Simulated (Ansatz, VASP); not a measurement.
# ZnS in VASP and in Ansatz

The input POSCAR:

```
ZnS
1.0
    0.0000000000      2.6235105000      2.7046500000
    2.6235105000      0.0000000000      2.7046500000
    2.6235105000      2.6235105000      0.0000000000
Zn S
1 1
Direct
    0.0000000000      0.0000000000      0.0000000000
    0.7500000000      0.7500000000      0.7500000000
```

File INCAR.step1:

```
SYSTEM = ZnS
PREC = Accurate
ENCUT = 520
ISMEAR = 0
SIGMA = 0.05
LREAL = .False.
LASPH = .True.
NELM = 100
NBANDS = 16
GGA = PE
ALGO = Normal
EDIFF = 1E-4
LWAVE = .True.
LCHARG = .False.
```

File INCAR.step2:

```
SYSTEM = ZnS
PREC = Accurate
ENCUT = 520
EDIFF = 1E-6
ISMEAR = 0
SIGMA = 0.05
LREAL = .False.
LASPH = .True.
NELM = 100
ALGO = Normal
ISIF = 2
LWAVE = .False.
LCHARG = .True.
METAGGA = R2SCAN
LMIXTAU = .True.
LELF = .True.
LVHAR = .True.
NBANDS = 16
ISTART = 1
```

Contents of KPOINTS:

```
Automatic mesh
0
Gamma
  8 8 8
  0 0 0
```

Input for Ansatz:

```yaml
crystal:
  lattice:
    - [0.0, 2.6235105, 2.70465]
    - [2.6235105, 0.0, 2.70465]
    - [2.6235105, 2.6235105, 0.0]
  atoms:
    - { symbol: Zn, position: [0.0, 0.0, 0.0] }
    - { symbol: S, position: [0.75, 0.75, 0.75] }
basis:
  ecutwfc: 500
kpoints:
  mp_grid: { grid: [8, 8, 8] }
hamiltonian:
  xc: r2scan
scf:
  occupations: { method: gaussian, width: 0.05 }
output:
  forces: true
  stress: true
  eigenvalues: true
```

Change from the starting cell: strain -0.030 along x and y, +0.000 along z, atoms carried along.

Alike in both runs: task single point; functional r2SCAN; k mesh 8 × 8 × 8; occupations gaussian, width 0.05 eV; no spin polarisation.

|  | VASP | Ansatz |
| --- | --- | --- |
| version | VASP 6.6.1 | Ansatz 0.2.0 |
| potentials or method | VASP PAW PBE potentials, release 64 (Zn, S), cutoff 520 eV | scalar-relativistic, plane waves, PAW |
| valence electrons in the cell | 18 | 18 |

Ansatz gave:

| Property | Result |
| --- | --- |
| gap on the k mesh at the Fermi level (eV) | 2.89 |
| least direct gap on the mesh (eV) | 2.89 |
| pressure (GPa) | 4.3 |
| traceless stress, the component that is largest in VASP (GPa) | -0.90 |

Which values does VASP return?

gap on the k mesh at the Fermi level (eV): 2.91; least direct gap on the mesh (eV): 2.91; pressure (GPa): 4.4; traceless stress, the component that is largest in VASP (GPa): -0.89.

VASP's potentials were made for PBE, not for r2SCAN. The functional is the same, so the differences come from potentials, cutoffs and numerics.
